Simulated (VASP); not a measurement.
# Sn2Sb (P6/mmm) in VASP: a series of runs

Runs on Sn2Sb. Level: PBE. Tasks: relaxation of cell and atoms, single point.

Everything below comes from runs of VASP 6.6.1. Logs are shortened: lines on timing, memory, paths and dates and some standing lists are left out, and cuts for length are marked.

## 1. The cell of the first run

Symmetry: P6/mmm, No. 191, hexagonal system. The conventional cell has a = 5.284 Å, b = 5.284 Å, c = 3.448 Å, α = 90.00°, β = 90.00°, γ = 120.00°. Sn (site symmetry -6m2) has 5 Sn at 3.05 to 3.45 Å and 6 Sb at 3.50 Å within 4.0 Å. Sb (site symmetry 6/mmm) has 2 Sb at 3.45 Å and 12 Sn at 3.50 Å within 4.5 Å.

## 2. Relaxation of cell and atoms, PBE

INCAR reads:

```
PREC = Accurate
ENCUT = 600
EDIFF = 1E-6
ISMEAR = 0
SIGMA = 0.1
LREAL = False
LASPH = True
NELM = 100
ALGO = Normal
ISIF = 3
LWAVE = False
LCHARG = False
GGA = PE
IBRION = 2
NSW = 90
EDIFFG = -0.04
```

KPOINTS reads:

```
Automatic mesh
0
Gamma
  6 6 6
```

POSCAR reads:

```
Sn2Sb
1.0
    5.2844057930      0.0000000000      0.0000000000
   -2.6422028965      4.5764296606      0.0000000000
    0.0000000000      0.0000000000      3.4484554319
Sn Sb
2 1
Direct
    0.3333333333      0.6666666667      0.5000000000
    0.6666666667      0.3333333333      0.5000000000
    0.0000000000      0.0000000000      0.0000000000
```

Potentials or basis: VASP PAW PBE potentials, release 64 (Sn_d, Sb).

Started as:

```bash
$ cat potpaw_PBE.64/Sn_d/POTCAR potpaw_PBE.64/Sb/POTCAR > POTCAR
$ mpirun -np 1 vasp_std > vasp.out
```

OUTCAR:

```text
PREC = Accurate
   ENCUT = 600
   EDIFF = 1E-6
   ISMEAR = 0
   LREAL = False
   LASPH = True
   NELM = 100
   ISIF = 3
   GGA = PE
   IBRION = 2
   NSW = 90
   EDIFFG = -0.04

 ion  position               nearest neighbor table
   1  0.333  0.667  0.500-   2 3.05   2 3.05   2 3.05   3 3.50   3 3.50   3 3.50   3 3.50   3 3.50
                             3 3.50
   2  0.667  0.333  0.500-   1 3.05   1 3.05   1 3.05   3 3.50   3 3.50   3 3.50   3 3.50   3 3.50
                             3 3.50
   3  0.000  0.000  0.000-   1 3.50   2 3.50   1 3.50   2 3.50   1 3.50   1 3.50   2 3.50   2 3.50
                             2 3.50   2 3.50   1 3.50   1 3.50

  LATTYP: Found a hexagonal cell.
 ALAT       =     5.2844057930
 C/A-ratio  =     0.6525720331

  Lattice vectors:

 A1 = (   5.2844057930,   0.0000000000,   0.0000000000)
 A2 = (  -2.6422028965,   4.5764296606,   0.0000000000)
 A3 = (   0.0000000000,   0.0000000000,   3.4484554319)

Analysis of symmetry for initial positions (statically):
=====================================================================
 Subroutine PRICEL returns:
 Original cell was already a primitive cell.

 Routine SETGRP: Setting up the symmetry group for a
 hexagonal supercell.

 Subroutine GETGRP returns: Found 24 space group operations
 (whereof 24 operations were pure point group operations)
 out of a pool of 24 trial point group operations.

The static configuration has the point symmetry D_6h.

Analysis of symmetry for dynamics (positions and initial velocities):
=====================================================================
 Subroutine PRICEL returns:
 Original cell was already a primitive cell.

 Routine SETGRP: Setting up the symmetry group for a
 hexagonal supercell.

 Subroutine GETGRP returns: Found 24 space group operations
 (whereof 24 operations were pure point group operations)
 out of a pool of 24 trial point group operations.

The dynamic configuration has the point symmetry D_6h.

 Subroutine INISYM returns: Found 24 space group operations
 (whereof 24 operations are pure point group operations),
 and found     1 'primitive' translations

----------------------------------------------------------------------------------------

                                     Primitive cell

  volume of cell :      83.3965

  direct lattice vectors                    reciprocal lattice vectors
     5.284405793  0.000000000  0.000000000     0.189236035  0.109255476  0.000000000
    -2.642202897  4.576429661  0.000000000     0.000000000  0.218510952  0.000000000
     0.000000000  0.000000000  3.448455432     0.000000000  0.000000000  0.289984899

  length of vectors
     5.284405793  5.284405793  3.448455432     0.218510952  0.218510952  0.289984899

  position of ions in fractional coordinates (direct lattice)
     0.333333333  0.666666667  0.500000000
     0.666666667  0.333333333  0.500000000
     0.000000000  0.000000000  0.000000000

  ion indices of the primitive-cell ions
   primitive index   ion index
                 1           1
                 2           2
                 3           3

----------------------------------------------------------------------------------------

 KPOINTS: Automatic mesh

Automatic generation of k-mesh.
 Grid dimensions read from file:
 generate k-points for:    6    6    6

 Generating k-lattice:

  Cartesian coordinates                     Fractional coordinates (reciprocal lattice)
     0.031539339  0.018209246  0.000000000     0.166666667  0.000000000  0.000000000
     0.000000000  0.036418492  0.000000000     0.000000000  0.166666667  0.000000000
     0.000000000  0.000000000  0.048330816     0.000000000  0.000000000  0.166666667

  Length of vectors
     0.036418492  0.036418492  0.048330816

  Shift w.r.t. Gamma in fractional coordinates (k-lattice)
     0.000000000  0.000000000  0.000000000

 Subroutine IBZKPT returns following result:
 ===========================================

 Found     28 irreducible k-points:

 Following reciprocal coordinates:
            Coordinates               Weight
  0.000000  0.000000  0.000000      1.000000
  0.166667  0.000000  0.000000      6.000000
  0.333333 -0.000000  0.000000      6.000000
  0.500000  0.000000  0.000000      3.000000
  0.166667  0.166667  0.000000      6.000000
  0.333333  0.166667  0.000000     12.000000
[... 16 lines left out ...]
  0.166667  0.000000  0.500000      6.000000
  0.333333 -0.000000  0.500000      6.000000
 [... further k-points ...]
   k-points           NKPTS =     28   k-points in BZ     NKDIM =     28   number of bands    NBANDS=     20
   number of dos      NEDOS =    301   number of ions     NIONS =      3
   total plane-waves  NPLWV =  49392
   dimension x,y,z NGX =    42 NGY =   42 NGZ =   28
   dimension x,y,z NGXF=    84 NGYF=   84 NGZF=   56
   ions per type =               2   1
   NGX,Y,Z   is equivalent  to a cutoff of  13.21, 13.21, 13.50 a.u.
   NGXF,Y,Z  is equivalent  to a cutoff of  26.43, 26.43, 27.00 a.u.
 SYSTEM =  unknown system
   PREC   = accura    normal or accurate (medium, high low for compatibility)
   ISTART =      0    job   : 0-new  1-cont  2-samecut
   ICHARG =      2    charge: 1-file 2-atom 10-const
   ISPIN  =      1    spin polarized calculation?
   LNONCOLLINEAR =      F non collinear calculations
   LSORBIT =      F    spin-orbit coupling
   LASPH  =      T    aspherical Exc in radial PAW
   ENCUT  =  600.0 eV  44.10 Ry    6.64 a.u.  10.55 10.55  6.89*2*pi/ulx,y,z
   NELM   =    100;   NELMIN=  2; NELMDL= -5     # of ELM steps
   EDIFF  = 0.1E-05   stopping-criterion for ELM
   LREAL  =      F    real-space projection
   EDIFFG = -.4E-01   stopping-criterion for IOM
   NSW    =     90    number of steps for IOM
   IBRION =      2    ionic relax: 0-MD 1-quasi-New 2-CG
   NFREE  =      1    steps in history (QN), initial steepest desc. (CG)
   ISIF   =      3    stress and relaxation
   ISYM   =      2    0-nonsym 1-usesym 2-fastsym
   POTIM  = 0.5000    time-step for ionic-motion
   TEBEG  =    0.0;   TEEND  =   0.0 temperature during run
   PSTRESS=    0.0 pullay stress
   NELECT =      33.0000    total number of electrons
   NUPDOWN=      -1.0000    fix difference up-down
   EMIN   =  10.00;   EMAX   =-10.00  energy-range for DOS
   EFERMI =   0.00;   METHOD = LEGACY
   ISMEAR =     0;   SIGMA  =   0.10  broadening in eV -4-tet -1-fermi 0-gaus
   EFERMI_NEDOS =   21; number of points for ismear=-14 and -15
   IALGO  =     38    algorithm
   IMIX   =      4    mixing-type and parameters
     AMIX     =   0.40;   BMIX     =  1.00
     AMIX_MAG =   1.60;   BMIX_MAG =  1.00
  volume/ion in A,a.u.               =      27.80       187.60
  Fermi-wavevector in a.u.,A,eV,Ry     =   1.201887  2.271237 19.654054  1.444532
  Thomas-Fermi vector in A             =   2.337683
   LORBIT       =      0    0 simple, 1 ext, 2 COOP (PROOUT), +10 PAW based schemes
   GGA     = PE    functional components
   LHFCALC =     F    Hartree Fock is set to
   AEXX    =    0.0000 exact exchange contribution
   IVDW    =     0    specifies the selected vdW correction
   LEPSILON=     F    determine dielectric tensor
   LRPA    =     F    only Hartree local field effects (RPA)
 conjugate gradient relaxation of ions
 non-spin polarized calculation
 Gauss-broadening in eV      SIGMA  =   0.10
  energy-cutoff  :      600.00
  volume of cell :       83.40
 maximum number of plane-waves:      2821
   NGX = 21   NGY = 21   NGZ = 13

--------------------------------------- Ionic step        1  -------------------------------------------

 number of electron      32.9999987 magnetization

 Free energy of the ion-electron system (eV)
  ---------------------------------------------------
  ext. energy  EPLUGINS =         0.00000000
  ---------------------------------------------------
  free energy    TOTEN  =       -11.34268945 eV

  energy without entropy =      -11.33257530  energy(sigma->0) =      -11.33763237

------------------------ aborting loop because EDIFF is reached ----------------------------------------

  FORCE on cell =-STRESS in cart. coord.  units (eV):
  Direction    XX          YY          ZZ          XY          YZ          ZX
  --------------------------------------------------------------------------------------
  -------------------------------------------------------------------------------------
  Total        0.2960174      0.2960174     -0.7467917     -0.0000000      0.0000000     -0.0000000
  in kB        5.6869607      5.6869607    -14.3470468     -0.0000000      0.0000000     -0.0000000
  external PRESSURE =      -0.9910418 kB  Pullay stress =       0.0000000 kB

 VOLUME and BASIS-vectors are now :
 -----------------------------------------------------------------------------
  energy-cutoff  :      600.00
  volume of cell :       83.40
      direct lattice vectors                 reciprocal lattice vectors
     5.284405793  0.000000000  0.000000000     0.189236035  0.109255476  0.000000000
    -2.642202897  4.576429661  0.000000000     0.000000000  0.218510952  0.000000000
     0.000000000  0.000000000  3.448455432     0.000000000  0.000000000  0.289984899
[... 38 lines left out ...]
 POSITION                                       TOTAL-FORCE (eV/Angst)
 -----------------------------------------------------------------------------------
     -0.00000      3.06548      1.70352         0.000000      0.000000     -0.000000
      2.65478      1.53274      1.70352         0.000000     -0.000000      0.000000
      0.00000      0.00000     -0.00000        -0.000000      0.000000     -0.000000
 -----------------------------------------------------------------------------------
    total drift:                                0.000000      0.000000     -0.000000

  FREE ENERGIE OF THE ION-ELECTRON SYSTEM (eV)
  ---------------------------------------------------
  free  energy   TOTEN  =       -11.3504222929 eV

  energy  without entropy=      -11.3410321354  energy(sigma->0) =      -11.34572721

--------------------------------------- Ionic step        3  -------------------------------------------

 number of electron      32.9999985 magnetization

 Free energy of the ion-electron system (eV)
  ---------------------------------------------------
  ext. energy  EPLUGINS =         0.00000000
  ---------------------------------------------------
  free energy    TOTEN  =       -11.35107456 eV

  energy without entropy =      -11.34175534  energy(sigma->0) =      -11.34641495

 E-fermi :   8.0582     XC(G=0): -10.2133

 val. band max:        7.9102114410   @ k =   0.1667   0.1667   0.3333
 cond. band min:       8.0771499294   @ k =   0.3333  -0.0000   0.1667
 fundamental gap:      0.1669384884
 Fermi energy:         8.0582374658

 k-point     1 :       0.0000    0.0000    0.0000
  band No.  band energies     occupation
      1     -13.7177      2.00000
      2     -13.6245      2.00000
      3     -13.6245      2.00000
      4     -13.5845      2.00000
      5     -13.5809      2.00000
      6     -13.5808      2.00000
[... 12 lines left out ...]
     19      13.1703      0.00000
     20      13.7811      0.00000
[... 507 lines left out ...]
 k-point    24 :       0.3333   -0.0000    0.5000
  band No.  band energies     occupation
      1     -13.6646      2.00000
      2     -13.6612      2.00000
      3     -13.6379      2.00000
      4     -13.6195      2.00000
      5     -13.5957      2.00000
      6     -13.5633      2.00000
[... 12 lines left out ...]
     19       9.7892      0.00000
     20       9.9867      0.00000

 [... further k-points ...]

------------------------ aborting loop because EDIFF is reached ----------------------------------------

  FORCE on cell =-STRESS in cart. coord.  units (eV):
  Direction    XX          YY          ZZ          XY          YZ          ZX
  --------------------------------------------------------------------------------------
  -------------------------------------------------------------------------------------
  Total       -0.0485871     -0.0485871     -0.0664993     -0.0000000      0.0000000      0.0000000
  in kB       -0.9367137     -0.9367137     -1.2820425     -0.0000000      0.0000000      0.0000000
  external PRESSURE =      -1.0518233 kB  Pullay stress =       0.0000000 kB

 VOLUME and BASIS-vectors are now :
 -----------------------------------------------------------------------------
  energy-cutoff  :      600.00
  volume of cell :       83.10
      direct lattice vectors                 reciprocal lattice vectors
     5.318108462  0.000000000 -0.000000000     0.188036782  0.108563087  0.000000000
    -2.659054231  4.605617028 -0.000000000    -0.000000000  0.217126173  0.000000000
     0.000000000  0.000000000  3.392970502     0.000000000  0.000000000  0.294726995

 POSITION                                       TOTAL-FORCE (eV/Angst)
 -----------------------------------------------------------------------------------
     -0.00000      3.07041      1.69649        -0.000000     -0.000000      0.000000
      2.65905      1.53521      1.69649         0.000000      0.000000     -0.000000
     -2.65905      4.60562     -0.00000        -0.000000      0.000000     -0.000000
 -----------------------------------------------------------------------------------
    total drift:                                0.000000      0.000000     -0.000000

  FREE ENERGIE OF THE ION-ELECTRON SYSTEM (eV)
  ---------------------------------------------------
  free  energy   TOTEN  =       -11.3510745605 eV

  energy  without entropy=      -11.3417553397  energy(sigma->0) =      -11.34641495

 reached required accuracy - stopping structural energy minimisation
```

It took 2.3 min on 1 thread of Oxide Virtual Turin-like, shared host; peak memory 0.21 GiB.

What came out:

```yaml
Free_energy: -11.3511 eV
Relaxed_volume: 27.70 Å³/atom
Relaxed_cell: a = 5.318 Å, b = 5.318 Å, c = 3.393 Å, α = 90.00°, β = 90.00°, γ = 120.00°
Space_group_after_relaxing_to_0.1_Å: P6/mmm (No. 191)
Energy_gained_by_relaxing: 2.8 meV/atom
Ionic_steps: 3
Pressure_after_relaxing: -0.1 GPa
```

Step by step:
```csv
step,energy change (eV),largest force (eV/Å),pressure (GPa),volume (Å³)
1,0.0000,0.0000,-0.10,83.40
2,-0.0077,0.0000,-0.09,83.18
3,-0.0084,0.0000,-0.11,83.10
```

Final structure:
```cif
data_structure
_symmetry_space_group_name_H-M 'P 1'
_symmetry_Int_Tables_number 1
_cell_length_a 5.3181
_cell_length_b 5.3181
_cell_length_c 3.3930
_cell_angle_alpha 90.000
_cell_angle_beta 90.000
_cell_angle_gamma 120.000
_cell_volume 83.10
loop_
_atom_site_label
_atom_site_type_symbol
_atom_site_fract_x
_atom_site_fract_y
_atom_site_fract_z
_atom_site_occupancy
Sn1 Sn 0.33333 0.66667 0.50000 1
Sn2 Sn 0.66667 0.33333 0.50000 1
Sb1 Sb 0.00000 0.00000 0.00000 1
```

Caveat: the highest band is partly filled, so the run has too few bands; spin-orbit coupling is left out, which moves the levels of the heavy elements.

## 3. Single point, PBE

This run uses another cell than the first one, of 27.69 Å³/atom.

INCAR reads:

```
ALGO = Fast ; EDIFF = 1E-6
ENCUT = 520 ; GGA = PE
ISIF = 2 ; ISMEAR = 0
LASPH = T ; LCHARG = T
LELF = T ; LREAL = F
LVHAR = T ; LWAVE = F
NBANDS = 24 ; NELM = 80
PREC = Accurate ; SIGMA = 0.1
```

KPOINTS reads:

```
k-points
0
Gamma
  12 12 14
```

POSCAR reads:

```
Sn2Sb
1.0
    5.4444840877      0.0000000000      0.0000000000
   -2.7222420439      4.7150615304      0.0000000000
    0.0000000000      0.0000000000      3.2364503044
Sn Sb
2 1
Direct
    0.3333333333      0.6666666667      0.5000000000
    0.6666666667      0.3333333333      0.5000000000
    0.0000000000      0.0000000000      0.0000000000
```

Potentials or basis: VASP PAW PBE potentials, release 64 (Sn_d, Sb).

Started as:

```bash
$ cat potpaw_PBE.64/Sn_d/POTCAR potpaw_PBE.64/Sb/POTCAR > POTCAR
$ mpirun -np 1 vasp_std > vasp.out
```

It took 6.9 min on 1 thread of Oxide Virtual Turin-like, shared host; peak memory 0.36 GiB.

It converged, with:

```yaml
Free_energy: -11.3962 eV
Pressure: -0.1 GPa
Band_gap_on_the_k_mesh: zero (an odd number of electrons rules out a gap without spin polarisation)
```

Levels at points of the mesh, in eV from the Fermi level:
| k point | band 14 | band 15 | band 16 | band 17 | band 18 | band 19 | band 20 | band 21 |
| --- | --- | --- | --- | --- | --- | --- | --- | --- |
| (0.00, 0.00, 0.00) | -3.11 | -3.11 | -2.59 | -2.59 | 2.67 | 6.41 | 6.75 | 6.80 |
| (0.50, 0.00, 0.00) | -4.71 | 0.14 | 0.53 | 1.78 | 2.69 | 3.54 | 3.72 | 5.21 |
| (0.00, 0.00, 0.50) | -2.39 | -2.21 | -0.47 | -0.44 | -0.44 | -0.35 | -0.35 | 1.70 |
| (0.50, 0.00, 0.50) | -4.11 | -3.23 | -1.86 | -1.45 | -0.74 | 2.73 | 3.05 | 4.90 |

Caveat: spin-orbit coupling is left out, which moves the levels of the heavy elements.

## 4. Relaxation of cell and atoms, PBE

This run uses another cell than the first one, of 27.69 Å³/atom.

INCAR reads:

```
SYSTEM = Sn2Sb
PREC = Accurate
ENCUT = 600
EDIFF = 1E-6
ISMEAR = 0
SIGMA = 0.1
LREAL = .False.
LASPH = .True.
NELM = 80
ALGO = Fast
ISIF = 3
LWAVE = .False.
LCHARG = .False.
GGA = PE
IBRION = 2
NSW = 100
EDIFFG = -0.01
```

KPOINTS reads:

```
Automatic mesh
0
Gamma
  12 12 14
  0 0 0
```

POSCAR reads:

```
Sn2Sb
1.0
    5.3238932443      0.0000000000      0.0000000000
   -2.6619466222      4.6106267966      0.0000000000
    0.0000000000      0.0000000000      3.3844341204
Sn Sb
2 1
Direct
    0.3333333333      0.6666666667      0.5000000000
    0.6666666667      0.3333333333      0.5000000000
    0.0000000000      0.0000000000      0.0000000000
```

Started as:

```bash
$ cat potpaw_PBE.64/Sn_d/POTCAR potpaw_PBE.64/Sb/POTCAR > POTCAR
$ mpirun -np 1 vasp_std > vasp.out
```

Run time: 44 min. Hardware: 1 thread of Oxide Virtual Turin-like, shared host; peak memory 0.43 GiB.

The run converged. Its results:

```yaml
Free_energy: -11.3961 eV
Relaxed_volume: 27.66 Å³/atom
Relaxed_cell: a = 5.443 Å, b = 5.443 Å, c = 3.235 Å, α = 90.00°, β = 90.00°, γ = 120.00°
Space_group_after_relaxing_to_0.1_Å: P6/mmm (No. 191)
Energy_gained_by_relaxing: 16.3 meV/atom
Ionic_steps: 8
Pressure_after_relaxing: 0.0 GPa
```

The path:
```csv
step,energy change (eV),largest force (eV/Å),pressure (GPa),volume (Å³)
1,0.0000,0.0000,0.34,83.08
2,-0.0274,0.0000,-0.20,83.77
3,-0.0411,0.0000,-1.06,84.91
4,-0.0437,0.0000,-0.88,84.53
5,-0.0473,0.0000,0.36,82.47
6,-0.0488,0.0000,-0.12,83.18
7,-0.0488,0.0000,-0.08,83.15
8,-0.0490,0.0000,0.03,82.98
```

Final structure:
```
Sn Sb
1.0
     5.44264    0.00000    0.00000
    -2.72132    4.71347    0.00000
     0.00000    0.00000    3.23469
Sn Sb
2 1
Direct
  0.33333 0.66667 0.50000
  0.66667 0.33333 0.50000
  0.00000 0.00000 0.00000
```

Levels at points of the mesh, in eV from the Fermi level:
| k point | band 15 | band 16 | band 17 | band 18 | band 19 | band 20 |
| --- | --- | --- | --- | --- | --- | --- |
| (0.00, 0.00, 0.00) | -3.12 | -2.60 | -2.60 | 2.67 | 6.42 | 6.76 |
| (0.50, 0.00, 0.00) | 0.14 | 0.53 | 1.78 | 2.69 | 3.55 | 3.73 |
| (0.00, 0.00, 0.50) | -2.21 | -0.47 | -0.44 | -0.44 | -0.35 | -0.35 |
| (0.50, 0.00, 0.50) | -3.23 | -1.86 | -1.45 | -0.75 | 2.74 | 3.05 |

Caveat: the highest band is partly filled, so the run has too few bands; spin-orbit coupling is left out, which moves the levels of the heavy elements.

## 5. The runs side by side

| task | cell | k mesh | cutoff (eV) | pressure (GPa) | relaxed volume (Å³/atom) |
| --- | --- | --- | --- | --- | --- |
| relaxation of cell and atoms | relaxed from a = 5.284, b = 5.284, c = 3.448 Å, angles 90.0, 90.0, 120.0°, 3 atoms | 6 × 6 × 6 | 600 | -0.1 | 27.70 |
| single point | a = 5.444, b = 5.444, c = 3.236 Å, angles 90.0, 90.0, 120.0°, 3 atoms | 12 × 12 × 14 | 520 | -0.1 | - |
| relaxation of cell and atoms | relaxed from a = 5.324, b = 5.324, c = 3.384 Å, angles 90.0, 90.0, 120.0°, 3 atoms | 12 × 12 × 14 | 600 | 0.0 | 27.66 |

Alike in all rows: level PBE; potentials or basis VASP PAW PBE potentials, release 64 (Sn_d, Sb); no spin polarisation; smearing gaussian 0.1 eV.

Caveats: spin-orbit coupling is left out, which moves the levels of the heavy elements; the highest band is partly filled, so the run has too few bands (at least some runs).

Absolute energies hang on the potentials; compare differences alone.
